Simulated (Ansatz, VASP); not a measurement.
**CuI in VASP and in Ansatz**

```
Cu I
1.0
     3.66139    0.00000    0.00000
     0.00000    3.66139    0.00000
     0.00000    0.00000    3.66139
Cu I
1 1
Direct
  0.00000 0.00000 0.00000
  0.50000 0.50000 0.50000
```

Alike in both runs: task single point; functional r2SCAN; k mesh 6 × 6 × 6; occupations fermi-dirac, width 0.02 eV; no spin polarisation.

```csv
,VASP,Ansatz
version,VASP 6.6.1,Ansatz 0.2.0
potentials or method,"VASP PAW PBE potentials, release 64 (Cu, I)","plane waves, PAW"
plane-wave cutoff (eV),520,500
valence electrons in the cell,18,36
```

```csv
,VASP,Ansatz,Ansatz less VASP
pressure (GPa),0.0,0.0,+0.03
```

VASP's potentials were made for PBE, not for r2SCAN. The functional is the same, so the differences come from potentials, cutoffs and numerics. VASP's potentials hold 18 valence electrons a cell and Ansatz's 36, so a difference there can come from the potentials and not from the codes.

Spin-orbit coupling is off throughout.
